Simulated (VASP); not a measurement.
A run of VASP 6.6.1:

File INCAR:

```
SYSTEM = YZn
  ALGO = Fast
  EDIFF = 1E-6
  ENCUT = 520
  GGA = PS
  ISIF = 2
  ISMEAR = 0
  LASPH = .TRUE.
  LCHARG = .TRUE.
  LELF = .TRUE.
  LREAL = .FALSE.
  LVHAR = .TRUE.
  LWAVE = .FALSE.
  NBANDS = 18
  NELM = 60
  PREC = Accurate
  SIGMA = 0.1
```

The input KPOINTS:

```
k-points
0
G
  12 12 12
  0 0 0
```

Contents of POSCAR:

```
YZn
1.0
    3.5600000000      0.0000000000      0.0000000000
    0.0000000000      3.5600000000      0.0000000000
    0.0000000000      0.0000000000      3.5600000000
Y Zn
1 1
Direct
    0.0000000000      0.0000000000      0.0000000000
    0.5000000000      0.5000000000      0.5000000000
```

Potentials or basis: VASP PAW PBE potentials, release 64 (Y_sv, Zn).

The run is started by

```console
$ cat potpaw_PBE.64/Y_sv/POTCAR potpaw_PBE.64/Zn/POTCAR > POTCAR
$ mpirun -np 1 vasp_std > vasp.out
```

Hardware: 1 thread of Intel(R) Xeon(R) 6975P-C (Granite Rapids), on a shared host.

**Question.** Estimate the wall time of this run.

**Answer.** Run time: 41 s on 1 thread of Intel(R) Xeon(R) 6975P-C (Granite Rapids) (shared host), peak memory 0.23 GiB. Counts: scf iterations 20, k points 84.
